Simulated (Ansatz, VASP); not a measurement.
# One calculation of Mg3Se, two programs

```xyz
4
Lattice="5.7896 0.0000 0.0000 0.0000 5.7896 0.0000 0.0000 0.0000 3.0108" Properties=species:S:1:pos:R:3 pbc="T T T"
Mg    0.0000    2.8948    0.0000
Mg    2.8948    0.0000    0.0000
Mg    0.0000    0.0000    0.0000
Se    2.8948    2.8948    0.0000
```

Alike in both runs: functional PBE; k mesh 4 × 4 × 4; occupations gaussian, width 0.1 eV; no spin polarisation.

Ansatz relaxed the structure, and its values are those at the end. VASP's run is a single point on that final structure, the one shown.

```csv
,VASP,Ansatz
version,VASP 6.6.1,Ansatz 0.2.0
potentials or method,"VASP PAW PBE potentials, release 64 (Mg, Se), cutoff 520 eV","scalar-relativistic, plane waves, PAW"
valence electrons in the cell,12,46
```

|  | VASP | Ansatz | Ansatz less VASP |
| --- | --- | --- | --- |
| gap on the k mesh at the Fermi level (eV) | none | none | - |
| pressure (GPa) | -0.1 | 0.0 | +0.06 |

A gap of «none» marks a metal or a gap that the smearing closes. VASP's potentials hold 12 valence electrons a cell and Ansatz's 46, so a difference there can come from the potentials and not from the codes.

The k mesh is coarse, so the values compare programs but aren't converged.
